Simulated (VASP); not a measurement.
# BaS (I4/mmm) in VASP: a series of runs, part 2 of 4

VASP 6.6.1. The steps go on from the part before.

**3. Single point, r2SCAN (strain -0.080 along x and y, +0.080 along z)**

POSCAR

```
BaS
1.0
    0.0000000000      2.9382500000      3.4492500000
    2.9382500000      0.0000000000      3.4492500000
    2.9382500000      2.9382500000      0.0000000000
Ba S
1 1
Direct
    0.0000000000      0.0000000000      0.0000000000
    0.5000000000      0.5000000000      0.5000000000
```

INCAR.step1

```
SYSTEM = BaS
ALGO = Normal ; EDIFF = 1E-4
ENCUT = 520 ; GGA = PE
ISMEAR = 0 ; LASPH = .True.
LCHARG = .False. ; LREAL = .False.
LWAVE = .True. ; NBANDS = 15
NELM = 80 ; PREC = Accurate
SIGMA = 0.05
```

INCAR.step2

```
SYSTEM = BaS
ALGO = Normal ; EDIFF = 1E-6
ENCUT = 520 ; ISIF = 2
ISMEAR = 0 ; ISTART = 1
LASPH = .True. ; LCHARG = .False.
LMIXTAU = .True. ; LREAL = .False.
LWAVE = .False. ; METAGGA = R2SCAN
NBANDS = 15 ; NELM = 80
PREC = Accurate ; SIGMA = 0.05
```

KPOINTS

```
k-points
0
Gamma
  6 6 6
  0 0 0
```

Potentials or basis: VASP PAW PBE potentials, release 64 (Ba_sv, S).

Started as:

```console
$ cat potpaw_PBE.64/Ba_sv/POTCAR potpaw_PBE.64/S/POTCAR > POTCAR
$ cp INCAR.step1 INCAR
$ mpirun -np 1 vasp_std > vasp.out
$ cp INCAR.step2 INCAR
$ mpirun -np 1 vasp_std > vasp.out
```

OUTCAR:

```text
SYSTEM = BaS
   EDIFF = 1E-6
   ENCUT = 520
   ISIF = 2
   ISMEAR = 0
   ISTART = 1
   LASPH = .True.
   LREAL = .False.
   METAGGA = R2SCAN
   NELM = 80
   PREC = Accurate

 ion  position               nearest neighbor table
   1  0.000  0.000  0.000-   2 2.94   2 2.94   2 2.94   2 2.94   2 3.45   2 3.45
   2  0.500  0.500  0.500-   1 2.94   1 2.94   1 2.94   1 2.94   1 3.45   1 3.45

  LATTYP: Found a body centered tetragonal cell.
 ALAT       =     4.1553129996
 C/A-ratio  =     1.6601637471

  Lattice vectors:

 A1 = (  -2.9382500000,   0.0000000000,   3.4492500000)
 A2 = (   2.9382500000,   0.0000000000,   3.4492500000)
 A3 = (   0.0000000000,   2.9382500000,  -3.4492500000)

Analysis of symmetry for initial positions (statically):
=====================================================================
 Subroutine PRICEL returns:
 Original cell was already a primitive cell.

 Routine SETGRP: Setting up the symmetry group for a
 body centered tetragonal supercell.

 Subroutine GETGRP returns: Found 16 space group operations
 (whereof 16 operations were pure point group operations)
 out of a pool of 16 trial point group operations.

The static configuration has the point symmetry D_4h.

Analysis of symmetry for dynamics (positions and initial velocities):
=====================================================================
 Subroutine PRICEL returns:
 Original cell was already a primitive cell.

 Routine SETGRP: Setting up the symmetry group for a
 body centered tetragonal supercell.

 Subroutine GETGRP returns: Found 16 space group operations
 (whereof 16 operations were pure point group operations)
 out of a pool of 16 trial point group operations.

The dynamic configuration has the point symmetry D_4h.

 Subroutine INISYM returns: Found 16 space group operations
 (whereof 16 operations are pure point group operations),
 and found     1 'primitive' translations

----------------------------------------------------------------------------------------

                                     Primitive cell

  volume of cell :      59.5569

  direct lattice vectors                    reciprocal lattice vectors
     0.000000000  2.938250000  3.449250000    -0.170169318  0.170169318  0.144959049
     2.938250000  0.000000000  3.449250000     0.170169318 -0.170169318  0.144959049
     2.938250000  2.938250000  0.000000000     0.170169318  0.170169318 -0.144959049

  length of vectors
     4.531074776  4.531074776  4.155313000     0.280941844  0.280941844  0.280941844

  position of ions in fractional coordinates (direct lattice)
     0.000000000  0.000000000  0.000000000
     0.500000000  0.500000000  0.500000000

  ion indices of the primitive-cell ions
   primitive index   ion index
                 1           1
                 2           2

----------------------------------------------------------------------------------------

 KPOINTS: k-points

Automatic generation of k-mesh.
 Grid dimensions read from file:
 generate k-points for:    6    6    6

 Generating k-lattice:

  Cartesian coordinates                     Fractional coordinates (reciprocal lattice)
    -0.028361553  0.028361553  0.024159842     0.166666667  0.000000000  0.000000000
     0.028361553 -0.028361553  0.024159842     0.000000000  0.166666667  0.000000000
[... 41 lines left out ...]
   number of dos      NEDOS =    301   number of ions     NIONS =      2
   total plane-waves  NPLWV =  41472
   dimension x,y,z NGX =    36 NGY =   36 NGZ =   32
   dimension x,y,z NGXF=    72 NGYF=   72 NGZF=   64
   ions per type =               1   1
   NGX,Y,Z   is equivalent  to a cutoff of  13.21, 13.21, 12.80 a.u.
   NGXF,Y,Z  is equivalent  to a cutoff of  26.42, 26.42, 25.61 a.u.
 SYSTEM =  BaS
   PREC   = accura    normal or accurate (medium, high low for compatibility)
   ISTART =      1    job   : 0-new  1-cont  2-samecut
   ICHARG =      0    charge: 1-file 2-atom 10-const
   ISPIN  =      1    spin polarized calculation?
   LNONCOLLINEAR =      F non collinear calculations
   LSORBIT =      F    spin-orbit coupling
   LASPH  =      T    aspherical Exc in radial PAW
   ENCUT  =  520.0 eV  38.22 Ry    6.18 a.u.   8.42  8.42  7.73*2*pi/ulx,y,z
   NELM   =     80;   NELMIN=  2; NELMDL=  0     # of ELM steps
   EDIFF  = 0.1E-05   stopping-criterion for ELM
   LREAL  =      F    real-space projection
   EDIFFG = 0.1E-04   stopping-criterion for IOM
   NSW    =      0    number of steps for IOM
   IBRION =     -1    ionic relax: 0-MD 1-quasi-New 2-CG
   NFREE  =      0    steps in history (QN), initial steepest desc. (CG)
   ISIF   =      2    stress and relaxation
   ISYM   =      2    0-nonsym 1-usesym 2-fastsym
   POTIM  = 0.5000    time-step for ionic-motion
   TEBEG  =    0.0;   TEEND  =   0.0 temperature during run
   PSTRESS=    0.0 pullay stress
   NELECT =      16.0000    total number of electrons
   NUPDOWN=      -1.0000    fix difference up-down
   EMIN   =  10.00;   EMAX   =-10.00  energy-range for DOS
   EFERMI =   0.00;   METHOD = LEGACY
   ISMEAR =     0;   SIGMA  =   0.05  broadening in eV -4-tet -1-fermi 0-gaus
   EFERMI_NEDOS =   21; number of points for ismear=-14 and -15
   IALGO  =     38    algorithm
   IMIX   =      4    mixing-type and parameters
     AMIX     =   0.40;   BMIX     =  1.00
     AMIX_MAG =   1.60;   BMIX_MAG =  1.00
  volume/ion in A,a.u.               =      29.78       200.95
  Fermi-wavevector in a.u.,A,eV,Ry     =   1.056341  1.996195 15.182145  1.115856
  Thomas-Fermi vector in A             =   2.191573
   LORBIT       =      0    0 simple, 1 ext, 2 COOP (PROOUT), +10 PAW based schemes
   METAGGA = R2SCAN    functional components
   LHFCALC =     F    Hartree Fock is set to
   AEXX    =    0.0000 exact exchange contribution
   IVDW    =     0    specifies the selected vdW correction
   LEPSILON=     F    determine dielectric tensor
   LRPA    =     F    only Hartree local field effects (RPA)
 non-spin polarized calculation
 Gauss-broadening in eV      SIGMA  =   0.05
  energy-cutoff  :      520.00
  volume of cell :       59.56
 maximum number of plane-waves:      1621
 NGX is ok and might be reduce to    36
   NGX = 17   NGY = 17   NGZ = 15

 number of electron      16.0000000 magnetization

 Free energy of the ion-electron system (eV)
  ---------------------------------------------------
  ext. energy  EPLUGINS =         0.00000000
  ---------------------------------------------------
  free energy    TOTEN  =       -38.64999188 eV

  energy without entropy =      -38.64999188  energy(sigma->0) =      -38.64999188

 E-fermi :   2.2757     XC(G=0):  -9.4412

 val. band max:        2.0544088024   @ k =   0.5000   0.0000   0.5000
 cond. band min:       4.0239727898   @ k =   0.5000   0.0000   0.5000
 fundamental gap:      1.9695639874
 Fermi energy:         2.2757481608

 k-point     1 :       0.0000    0.0000    0.0000
  band No.  band energies     occupation
      1     -24.7530      2.00000
      2      -9.4250      2.00000
      3      -9.4082      2.00000
      4      -9.4082      2.00000
      5      -9.2634      2.00000
      6       1.3875      2.00000
      7       1.9982      2.00000
      8       1.9982      2.00000
      9       5.2373      0.00000
     10       5.2555      0.00000
     11       6.5135      0.00000
     12       6.5135      0.00000
     13       7.6177      0.00000
     14       8.1172      0.00000
[... 401 lines left out ...]
      2     -10.6117      2.00000
      3      -9.8737      2.00000
      4      -9.6002      2.00000
      5      -8.4816      2.00000
      6       0.9083      2.00000
      7       1.3351      2.00000
      8       1.5540      2.00000
      9       4.7550      0.00000
     10       7.9361      0.00000
     11       8.7005      0.00000
     12      10.1932      0.00000
     13      10.5547      0.00000
     14      11.6021      0.00000
     15      12.2365      0.00000

 [... further k-points ...]

------------------------ aborting loop because EDIFF is reached ----------------------------------------

  FORCE on cell =-STRESS in cart. coord.  units (eV):
  Direction    XX          YY          ZZ          XY          YZ          ZX
  --------------------------------------------------------------------------------------
  -------------------------------------------------------------------------------------
  Total        6.4394548      6.4394548     -0.8898587      0.0000000      0.0000000      0.0000000
  in kB      173.2317625    173.2317625    -23.9386399      0.0000000      0.0000000      0.0000000
  external PRESSURE =     107.5082950 kB  Pullay stress =       0.0000000 kB

 VOLUME and BASIS-vectors are now :
 -----------------------------------------------------------------------------
  energy-cutoff  :      520.00
  volume of cell :       59.56
      direct lattice vectors                 reciprocal lattice vectors
     0.000000000  2.938250000  3.449250000    -0.170169318  0.170169318  0.144959049
     2.938250000  0.000000000  3.449250000     0.170169318 -0.170169318  0.144959049
     2.938250000  2.938250000  0.000000000     0.170169318  0.170169318 -0.144959049

 POSITION                                       TOTAL-FORCE (eV/Angst)
 -----------------------------------------------------------------------------------
      0.00000      0.00000      0.00000         0.000000      0.000000     -0.000000
      2.93825      2.93825      3.44925        -0.000000     -0.000000      0.000000
 -----------------------------------------------------------------------------------
    total drift:                                0.000000      0.000000      0.000000

  FREE ENERGIE OF THE ION-ELECTRON SYSTEM (eV)
  ---------------------------------------------------
  free  energy   TOTEN  =       -38.6499918814 eV

  energy  without entropy=      -38.6499918814  energy(sigma->0) =      -38.64999188
```

Wall time 57 s (1 thread of Intel Xeon 6975P-C (Granite Rapids), shared host); peak memory 0.21 GiB.

Results:

```
Free energy            : -38.6500 eV
Pressure               : 10.8 GPa
Band gap on the k mesh : 1.97 eV
```

Stress tensor (GPa, compression positive):
```
17.32  0.00  0.00
 0.00 17.32  0.00
 0.00  0.00 -2.39
```

Caveat: the cell differs from its parent crystal (strain -0.080 along x and y, +0.080 along z); the cell stands under pressure; the PAW data sets were made with another functional, which shifts forces and pressure a little; spin-orbit coupling is left out, which moves the levels of the heavy elements. A k mesh can miss the band edges.

**4. Single point, r2SCAN (strain +0.000 along x and y, -0.080 along z)**

POSCAR

```
BaS
1.0
    0.0000000000      3.1937500000      2.9382500000
    3.1937500000      0.0000000000      2.9382500000
    3.1937500000      3.1937500000      0.0000000000
Ba S
1 1
Direct
    0.0000000000      0.0000000000      0.0000000000
    0.5000000000      0.5000000000      0.5000000000
```

INCAR.step1: that of step 3 with these lines changed.

```diff
@@ -6,3 +6,3 @@
 LWAVE = .True. ; NBANDS = 15
-NELM = 80 ; PREC = Accurate
+NELM = 60 ; PREC = Accurate
 SIGMA = 0.05
```

INCAR.step2

```
SYSTEM = BaS
ALGO = Normal ; EDIFF = 1E-6
ENCUT = 520 ; ISIF = 2
ISMEAR = 0 ; ISTART = 1
LASPH = .True. ; LCHARG = .True.
LELF = .True. ; LMIXTAU = .True.
LREAL = .False. ; LVHAR = .True.
LWAVE = .False. ; METAGGA = R2SCAN
NBANDS = 15 ; NELM = 60
PREC = Accurate ; SIGMA = 0.05
```

KPOINTS is that of step 3.

Potentials or basis: VASP PAW PBE potentials, release 64 (Ba_sv, S).

Started as:

```console
$ cat potpaw_PBE.64/Ba_sv/POTCAR potpaw_PBE.64/S/POTCAR > POTCAR
$ cp INCAR.step1 INCAR
$ mpirun -np 1 vasp_std > vasp.out
$ cp INCAR.step2 INCAR
$ mpirun -np 1 vasp_std > vasp.out
```

OUTCAR:

```text
SYSTEM = BaS
   EDIFF = 1E-6
   ENCUT = 520
   ISIF = 2
   ISMEAR = 0
   ISTART = 1
   LASPH = .True.
   LREAL = .False.
   METAGGA = R2SCAN
   NELM = 60
   PREC = Accurate

 ion  position               nearest neighbor table
   1  0.000  0.000  0.000-   2 2.94   2 2.94   2 3.19   2 3.19   2 3.19   2 3.19
   2  0.500  0.500  0.500-   1 2.94   1 2.94   1 3.19   1 3.19   1 3.19   1 3.19

  LATTYP: Found a body centered tetragonal cell.
 ALAT       =     4.5166445648
 C/A-ratio  =     1.3010764774

  Lattice vectors:

 A1 = (   0.0000000000,  -3.1937500000,  -2.9382500000)
 A2 = (   0.0000000000,   3.1937500000,  -2.9382500000)
 A3 = (   3.1937500000,   0.0000000000,   2.9382500000)

Analysis of symmetry for initial positions (statically):
=====================================================================
 Subroutine PRICEL returns:
 Original cell was already a primitive cell.

 Routine SETGRP: Setting up the symmetry group for a
 body centered tetragonal supercell.

 Subroutine GETGRP returns: Found 16 space group operations
 (whereof 16 operations were pure point group operations)
 out of a pool of 16 trial point group operations.

[... 177 lines left out ...]
      7       1.5518      2.00000
      8       2.0224      2.00000
      9       5.7905      0.00000
     10       5.7905      0.00000
     11       5.9291      0.00000
     12       6.4278      0.00000
     13       6.8272      0.00000
     14       7.8845      0.00000
[... 401 lines left out ...]
      2     -10.4729      2.00000
      3      -9.9256      2.00000
      4      -9.6500      2.00000
      5      -8.4976      2.00000
      6       0.8214      2.00000
      7       1.0735      2.00000
      8       1.4618      2.00000
      9       4.7923      0.00000
     10       8.4670      0.00000
     11       9.1140      0.00000
     12       9.8168      0.00000
     13       9.8826      0.00000
     14      11.0362      0.00000
     15      11.5972      0.00000

 [... further k-points ...]

------------------------ aborting loop because EDIFF is reached ----------------------------------------

  FORCE on cell =-STRESS in cart. coord.  units (eV):
  Direction    XX          YY          ZZ          XY          YZ          ZX
  --------------------------------------------------------------------------------------
  -------------------------------------------------------------------------------------
  Total        1.1472877      1.1472877      6.2699455      0.0000000      0.0000000      0.0000000
  in kB       30.6663691     30.6663691    167.5921895      0.0000000      0.0000000      0.0000000
  external PRESSURE =      76.3083092 kB  Pullay stress =       0.0000000 kB

 VOLUME and BASIS-vectors are now :
 -----------------------------------------------------------------------------
  energy-cutoff  :      520.00
  volume of cell :       59.94
      direct lattice vectors                 reciprocal lattice vectors
     0.000000000  3.193750000  2.938250000    -0.156555773  0.156555773  0.170169318
     3.193750000  0.000000000  2.938250000     0.156555773 -0.156555773  0.170169318
     3.193750000  3.193750000  0.000000000     0.156555773  0.156555773 -0.170169318

 POSITION                                       TOTAL-FORCE (eV/Angst)
 -----------------------------------------------------------------------------------
      0.00000      0.00000      0.00000         0.000000     -0.000000      0.000000
      3.19375      3.19375      2.93825        -0.000000      0.000000      0.000000
 -----------------------------------------------------------------------------------
    total drift:                                0.000000     -0.000000     -0.000000

  FREE ENERGIE OF THE ION-ELECTRON SYSTEM (eV)
  ---------------------------------------------------
  free  energy   TOTEN  =       -38.9405061653 eV

  energy  without entropy=      -38.9405061653  energy(sigma->0) =      -38.94050617
```

OUTCAR.step1:

```text
SYSTEM = BaS
   EDIFF = 1E-4
   ENCUT = 520
   GGA = PE
   ISMEAR = 0
   LASPH = .True.
   LREAL = .False.
[... 653 lines left out ...]
      0.00000      0.00000      0.00000         0.000000      0.000000     -0.000000
      3.19375      3.19375      2.93825         0.000000      0.000000      0.000000
 -----------------------------------------------------------------------------------
    total drift:                                0.000000     -0.000000     -0.000000

  FREE ENERGIE OF THE ION-ELECTRON SYSTEM (eV)
  ---------------------------------------------------
  free  energy   TOTEN  =        -9.9396475136 eV

  energy  without entropy=       -9.9396475136  energy(sigma->0) =       -9.93964751
```

Run time: 56 s. Hardware: 1 thread of Intel Xeon 6975P-C (Granite Rapids), shared host; peak memory 0.2 GiB.

What came out:

```yaml
Free_energy: -38.9405 eV
Pressure: 7.6 GPa
Band_gap_on_the_k_mesh: 1.90 eV (least direct gap 2.04 eV)
```

Caveat: the cell differs from its parent crystal (strain +0.000 along x and y, -0.080 along z); the cell stands under pressure; the PAW data sets were made with another functional, which shifts forces and pressure a little; spin-orbit coupling is left out, which moves the levels of the heavy elements.

(Continued in part 3 of 4.)
